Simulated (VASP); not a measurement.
# Zn (P6_3/mmc) in VASP: notebook

The runs below take Zn through relaxation of shape and atoms at fixed volume, with PBEsol.

Everything below comes from runs of VASP 6.6.1. Logs are shortened: lines on timing, memory, paths and dates and some standing lists are left out, and cuts for length are marked.

### 1 The cell of the first run

The structure is hexagonal, space group P6_3/mmc (No. 194). The conventional cell has a = 2.586 Å, b = 2.586 Å, c = 4.329 Å, α = 90.00°, β = 90.00°, γ = 120.00°. Zn (site symmetry -6m2) has 12 Zn at 2.59 to 2.63 Å within 3.4 Å.

### 2 Relaxation of shape and atoms at fixed volume, PBEsol (volume scaled by 0.88)

INCAR

```
ALGO = Fast ; EDIFF = 1E-6
EDIFFG = -0.01 ; ENCUT = 600
GGA = PS ; IBRION = 2
ISIF = 4 ; ISMEAR = 0
LASPH = True ; LCHARG = False
LREAL = False ; LWAVE = False
NELM = 60 ; NSW = 50
PREC = Accurate ; SIGMA = 0.1
```

KPOINTS

```
k-points
0
Gamma
  18 18 8
```

POSCAR

```
Zn
1.0
    2.5862940482      0.0000000000      0.0000000000
   -1.2931470241      2.2397963474      0.0000000000
    0.0000000000      0.0000000000      4.3289601358
Zn
2
Direct
    0.3333333333      0.6666666667      0.2500000000
    0.6666666667      0.3333333333      0.7500000000
```

Potentials or basis: VASP PAW PBE potentials, release 64 (Zn).

The run is started by

```
$ cat potpaw_PBE.64/Zn/POTCAR > POTCAR
$ mpirun -np 1 vasp_std > vasp.out
```

OUTCAR:

```text
EDIFF = 1E-6
   EDIFFG = -0.01
   ENCUT = 600
   GGA = PS
   IBRION = 2
   ISIF = 4
   ISMEAR = 0
   LASPH = True
   LREAL = False
   NELM = 60
   NSW = 50
   PREC = Accurate

 ion  position               nearest neighbor table
   1  0.333  0.667  0.250-   2 2.63   2 2.63   2 2.63   2 2.63   2 2.63   2 2.63
   2  0.667  0.333  0.750-   1 2.63   1 2.63   1 2.63   1 2.63   1 2.63   1 2.63

  LATTYP: Found a hexagonal cell.
 ALAT       =     2.5862940482
 C/A-ratio  =     1.6738081808

  Lattice vectors:

 A1 = (   2.5862940482,   0.0000000000,   0.0000000000)
 A2 = (  -1.2931470241,   2.2397963474,   0.0000000000)
 A3 = (   0.0000000000,   0.0000000000,   4.3289601358)

Analysis of symmetry for initial positions (statically):
=====================================================================
 Subroutine PRICEL returns:
 Original cell was already a primitive cell.

 Routine SETGRP: Setting up the symmetry group for a
 hexagonal supercell.

 Subroutine GETGRP returns: Found 24 space group operations
 (whereof 12 operations were pure point group operations)
 out of a pool of 24 trial point group operations.

The static configuration has the point symmetry D_3d.
 The point group associated with its full space group is D_6h.

Analysis of symmetry for dynamics (positions and initial velocities):
=====================================================================
 Subroutine PRICEL returns:
 Original cell was already a primitive cell.

 Routine SETGRP: Setting up the symmetry group for a
 hexagonal supercell.

 Subroutine GETGRP returns: Found 24 space group operations
 (whereof 12 operations were pure point group operations)
 out of a pool of 24 trial point group operations.

The dynamic configuration has the point symmetry D_3d.
 The point group associated with its full space group is D_6h.

 Subroutine INISYM returns: Found 24 space group operations
 (whereof 12 operations are pure point group operations),
 and found     1 'primitive' translations

----------------------------------------------------------------------------------------

                                     Primitive cell

  volume of cell :      25.0767

  direct lattice vectors                    reciprocal lattice vectors
     2.586294048  0.000000000  0.000000000     0.386653637  0.223234581  0.000000000
    -1.293147024  2.239796347  0.000000000     0.000000000  0.446469163  0.000000000
     0.000000000  0.000000000  4.328960136     0.000000000  0.000000000  0.231002358

  length of vectors
     2.586294048  2.586294048  4.328960136     0.446469163  0.446469163  0.231002358

  position of ions in fractional coordinates (direct lattice)
     0.333333333  0.666666667  0.250000000
     0.666666667  0.333333333  0.750000000

  ion indices of the primitive-cell ions
   primitive index   ion index
                 1           1
                 2           2

----------------------------------------------------------------------------------------

 KPOINTS: k-points

Automatic generation of k-mesh.
 Grid dimensions read from file:
 generate k-points for:   18   18    8

 Generating k-lattice:

  Cartesian coordinates                     Fractional coordinates (reciprocal lattice)
     0.021480758  0.012401921  0.000000000     0.055555556 -0.000000000  0.000000000
     0.000000000  0.024803842  0.000000000     0.000000000  0.055555556  0.000000000
     0.000000000  0.000000000  0.028875295     0.000000000  0.000000000  0.125000000

  Length of vectors
     0.024803842  0.024803842  0.028875295

  Shift w.r.t. Gamma in fractional coordinates (k-lattice)
     0.000000000  0.000000000  0.000000000

 Subroutine IBZKPT returns following result:
 ===========================================

 Found    185 irreducible k-points:

 Following reciprocal coordinates:
            Coordinates               Weight
  0.000000  0.000000  0.000000      1.000000
  0.055556  0.000000  0.000000      6.000000
  0.111111  0.000000  0.000000      6.000000
  0.166667  0.000000  0.000000      6.000000
  0.222222  0.000000  0.000000      6.000000
  0.277778  0.000000  0.000000      6.000000
[... 16 lines left out ...]
  0.333333  0.111111  0.000000     12.000000
  0.388889  0.111111  0.000000     12.000000
 [... further k-points ...]
   k-points           NKPTS =    185   k-points in BZ     NKDIM =    185   number of bands    NBANDS=     16
   number of dos      NEDOS =    301   number of ions     NIONS =      2
   total plane-waves  NPLWV =  20736
   dimension x,y,z NGX =    24 NGY =   24 NGZ =   36
   dimension x,y,z NGXF=    48 NGYF=   48 NGZF=   72
   ions per type =               2
   NGX,Y,Z   is equivalent  to a cutoff of  15.43, 15.43, 13.83 a.u.
   NGXF,Y,Z  is equivalent  to a cutoff of  30.85, 30.85, 27.65 a.u.
 SYSTEM =  unknown system
   PREC   = accura    normal or accurate (medium, high low for compatibility)
   ISTART =      0    job   : 0-new  1-cont  2-samecut
   ICHARG =      2    charge: 1-file 2-atom 10-const
   ISPIN  =      1    spin polarized calculation?
   LNONCOLLINEAR =      F non collinear calculations
   LSORBIT =      F    spin-orbit coupling
   LASPH  =      T    aspherical Exc in radial PAW
   ENCUT  =  600.0 eV  44.10 Ry    6.64 a.u.   5.17  5.17  8.65*2*pi/ulx,y,z
   NELM   =     60;   NELMIN=  2; NELMDL= -5     # of ELM steps
   EDIFF  = 0.1E-05   stopping-criterion for ELM
   LREAL  =      F    real-space projection
   EDIFFG = -.1E-01   stopping-criterion for IOM
   NSW    =     50    number of steps for IOM
   IBRION =      2    ionic relax: 0-MD 1-quasi-New 2-CG
   NFREE  =      1    steps in history (QN), initial steepest desc. (CG)
   ISIF   =      4    stress and relaxation
   ISYM   =      2    0-nonsym 1-usesym 2-fastsym
   POTIM  = 0.5000    time-step for ionic-motion
   TEBEG  =    0.0;   TEEND  =   0.0 temperature during run
   PSTRESS=    0.0 pullay stress
   NELECT =      24.0000    total number of electrons
   NUPDOWN=      -1.0000    fix difference up-down
   EMIN   =  10.00;   EMAX   =-10.00  energy-range for DOS
   EFERMI =   0.00;   METHOD = LEGACY
   ISMEAR =     0;   SIGMA  =   0.10  broadening in eV -4-tet -1-fermi 0-gaus
   EFERMI_NEDOS =   21; number of points for ismear=-14 and -15
   IALGO  =     68    algorithm
   IMIX   =      4    mixing-type and parameters
     AMIX     =   0.40;   BMIX     =  1.00
     AMIX_MAG =   1.60;   BMIX_MAG =  1.00
  volume/ion in A,a.u.               =      12.54        84.61
  Fermi-wavevector in a.u.,A,eV,Ry     =   1.613325  3.048742 35.413490  2.602818
  Thomas-Fermi vector in A             =   2.708413
   LORBIT       =      0    0 simple, 1 ext, 2 COOP (PROOUT), +10 PAW based schemes
   GGA     = PS    functional components
   LHFCALC =     F    Hartree Fock is set to
   AEXX    =    0.0000 exact exchange contribution
   IVDW    =     0    specifies the selected vdW correction
   LEPSILON=     F    determine dielectric tensor
   LRPA    =     F    only Hartree local field effects (RPA)
 conjugate gradient relaxation of ions
 non-spin polarized calculation
 RMM-DIIS sequential band-by-band and
 Gauss-broadening in eV      SIGMA  =   0.10
  energy-cutoff  :      600.00
  volume of cell :       25.08
 maximum number of plane-waves:       852
 NGX is ok and might be reduce to    24
   NGX = 11   NGY = 11   NGZ = 17

--------------------------------------- Ionic step        1  -------------------------------------------

 number of electron      23.9999988 magnetization

 Free energy of the ion-electron system (eV)
  ---------------------------------------------------
  ext. energy  EPLUGINS =         0.00000000
  ---------------------------------------------------
  free energy    TOTEN  =        -3.04566705 eV

  energy without entropy =       -3.04444111  energy(sigma->0) =       -3.04505408

------------------------ aborting loop because EDIFF is reached ----------------------------------------

  FORCE on cell =-STRESS in cart. coord.  units (eV):
  Direction    XX          YY          ZZ          XY          YZ          ZX
  --------------------------------------------------------------------------------------
  -------------------------------------------------------------------------------------
  Total        2.1425828      2.1425828      2.0243710      0.0000000      0.0000000      0.0000000
  in kB      136.8920337    136.8920337    129.3393498      0.0000000      0.0000000      0.0000000
  external PRESSURE =     134.3744724 kB  Pullay stress =       0.0000000 kB
[... 57 lines left out ...]
  energy  without entropy=       -3.0445573378  energy(sigma->0) =       -3.04520777

--------------------------------------- Ionic step        3  -------------------------------------------

 number of electron      23.9999998 magnetization

 Free energy of the ion-electron system (eV)
  ---------------------------------------------------
  ext. energy  EPLUGINS =         0.00000000
  ---------------------------------------------------
  free energy    TOTEN  =        -3.04601906 eV

  energy without entropy =       -3.04442988  energy(sigma->0) =       -3.04522447

 E-fermi :   4.7078     XC(G=0): -12.7690

 val. band max:        4.6821486924   @ k =   0.0556   0.0556   0.1250
 cond. band min:       4.7102857546   @ k =   0.1667   0.1667   0.0000
 fundamental gap:      0.0281370622
 Fermi energy:         4.7077539583

 k-point     1 :       0.0000    0.0000    0.0000
  band No.  band energies     occupation
      1      -7.6206      2.00000
      2      -4.9318      2.00000
      3      -3.8408      2.00000
      4      -3.7504      2.00000
      5      -3.7504      2.00000
      6      -3.6294      2.00000
[... 8 lines left out ...]
     15      21.9640      0.00000
     16      23.4537      0.00000
[... 420 lines left out ...]
  band No.  band energies     occupation
      1      -4.6195      2.00000
      2      -4.5458      2.00000
      3      -4.4838      2.00000
      4      -3.8034      2.00000
      5      -3.6570      2.00000
      6      -3.5480      2.00000
[... 8 lines left out ...]
     15      11.2746      0.00000
     16      11.9244      0.00000

 [... further k-points ...]
[... 5 lines left out ...]
  --------------------------------------------------------------------------------------
  -------------------------------------------------------------------------------------
  Total        2.1181876      2.1181876      2.0888330     -0.0000000      0.0000000      0.0000000
  in kB      135.3334002    135.3334002    133.4579010     -0.0000000      0.0000000      0.0000000
  external PRESSURE =     134.7082338 kB  Pullay stress =       0.0000000 kB
[... 17 lines left out ...]
  FREE ENERGIE OF THE ION-ELECTRON SYSTEM (eV)
  ---------------------------------------------------
  free  energy   TOTEN  =        -3.0460190573 eV

  energy  without entropy=       -3.0444298779  energy(sigma->0) =       -3.04522447

 reached required accuracy - stopping structural energy minimisation
```

Run time: 99 s. Hardware: 1 thread of Intel Xeon 6975P-C, shared host; peak memory 0.21 GiB.

Results:

```
Free energy               : -3.0460 eV
Energy gained by relaxing : 0.2 meV/atom
Ionic steps               : 3
Pressure after relaxing   : 13.5 GPa
Band gap on the k mesh    : zero (band 12 reaches 6.13 eV, above the bottom of band 13 at 3.15 eV)
```

The path:
```tsv
step	energy change (eV)	largest force (eV/Å)	pressure (GPa)	volume (Å³)
1	0.0000	0.0000	13.44	25.08
2	-0.0002	0.0000	13.49	25.08
3	-0.0004	0.0000	13.47	25.08
```

Final structure:
```
Zn
1.0
     2.59483    0.00000    0.00000
    -1.29741    2.24719    0.00000
     0.00000    0.00000    4.30054
Zn
2
Direct
  0.33333 0.66667 0.25000
  0.66667 0.33333 0.75000
```

Caveat: the cell differs from its parent crystal (volume scaled by 0.88); the PAW data sets were made with another functional, which shifts forces and pressure a little.

### 3 Relaxation of shape and atoms at fixed volume, PBEsol (volume scaled by 0.91)

INCAR

```
SYSTEM = Zn
PREC = Accurate
ENCUT = 600
EDIFF = 1E-6
ISMEAR = 0
SIGMA = 0.1
LREAL = .False.
LASPH = .True.
NELM = 60
ALGO = Fast
ISIF = 4
LWAVE = .False.
LCHARG = .False.
GGA = PS
IBRION = 2
NSW = 50
EDIFFG = -0.01
```

KPOINTS

```
Automatic mesh
0
Gamma
  18 18 8
  0 0 0
```

POSCAR

```
Zn
1.0
    2.5458209489      0.0000000000      0.0000000000
   -1.2729104744      2.2047456152      0.0000000000
    0.0000000000      0.0000000000      4.6200044700
Zn
2
Direct
    0.3333333333      0.6666666667      0.2500000000
    0.6666666667      0.3333333333      0.7500000000
```

Potentials or basis: VASP PAW PBE potentials, release 64 (Zn).

The run is started by

```
$ cat potpaw_PBE.64/Zn/POTCAR > POTCAR
$ mpirun -np 1 vasp_std > vasp.out
```

Run time: 3.7 min. Hardware: 1 thread of Intel Xeon 6975P-C, shared host; peak memory 0.21 GiB.

It converged, with:

| Quantity | Value |
| --- | --- |
| Free energy | -3.1043 eV |
| Energy gained by relaxing | 3.8 meV/atom |
| Ionic steps | 7 |
| Pressure after relaxing | 8.1 GPa |
| Band gap on the k mesh | zero (band 12 reaches 5.83 eV, above the bottom of band 13 at 2.85 eV) |

Step by step:
```csv
step,energy change (eV),largest force (eV/Å),pressure (GPa),volume (Å³)
1,0.0000,0.0000,10.42,25.93
2,-0.0006,0.0000,10.23,25.93
3,-0.0017,0.0000,9.66,25.93
4,-0.0066,0.0000,9.39,25.93
5,-0.0065,0.0000,8.50,25.93
6,-0.0075,0.0000,8.92,25.93
7,-0.0077,0.0000,8.14,25.93
```

Final structure:
```
Zn
1.0
     2.62722    0.00000    0.00000
    -1.31361    2.27524    0.00000
     0.00000    0.00000    4.33815
Zn
2
Direct
  0.33333 0.66667 0.25000
  0.66667 0.33333 0.75000
```

Levels at points of the mesh, in eV from the Fermi level:
```tsv
k point	band 10	band 11	band 12	band 13	band 14	band 15
(0.00, 0.00, 0.00)	-7.54	-7.54	-3.99	-1.54	16.77	16.77
(0.50, 0.00, 0.00)	-7.40	-4.01	-3.08	3.63	3.74	5.71
(0.00, 0.00, 0.50)	-7.69	-7.69	-7.69	7.59	7.59	18.57
(0.50, 0.00, 0.50)	-7.43	-2.82	-2.82	-0.12	-0.12	12.57
```

Caveat: the cell differs from its parent crystal (volume scaled by 0.91); the PAW data sets were made with another functional, which shifts forces and pressure a little.

(Part 1 of 2 ends here.)
